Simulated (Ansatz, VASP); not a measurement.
**CaIr2S4: VASP beside Ansatz**

```
Ca Ir S
1.0
    -3.42259    3.42259    2.98749
     3.42259   -3.42259    2.98749
     3.42259    3.42259   -2.98749
Ca Ir S
1 2 4
Direct
  0.00000 0.00000 0.00000
  0.75000 0.25000 0.50000
  0.25000 0.75000 0.50000
  0.27381 0.50000 0.77381
  0.50000 0.27381 0.77381
  0.50000 0.72619 0.22619
  0.72619 0.50000 0.22619
```

Change from the starting cell: species swapped into the BaP4Pd2 type (I4/mmm, No. 139).

Alike in both runs: task relaxation of cell and atoms; functional PBE; k mesh 3 × 3 × 3; occupations gaussian, width 0.15 eV; collinear spin.

```csv
,VASP,Ansatz
version,VASP 6.6.1,Ansatz 0.2.0
potentials or method,"VASP PAW PBE potentials, release 64 (Ca_sv, Ir, S), cutoff 600 eV","scalar-relativistic, plane waves, PAW"
valence electrons in the cell,52,68
```

```csv
,VASP,Ansatz,Ansatz less VASP
"gap on the k mesh at the Fermi level, each at its own relaxed structure (eV)",none,none,-
net moment per atom (μB),0.00,0.00,0.000
relaxed volume (Å³/atom),23.11,22.57,-0.538
relaxed cell length with the largest relative difference (Å),6.134,6.073,-0.0614
```

A gap of «none» marks a metal or a gap that the smearing closes. VASP's potentials hold 52 valence electrons a cell and Ansatz's 68, so a difference there can come from the potentials and not from the codes. Ansatz's warnings: seeded moment not kept.

The k mesh is coarse, so the values compare programs but aren't converged. Spin-orbit coupling is off throughout. Noted on VASP's run: the volume moved by over 15 % at a fixed basis, so the end points are rough.
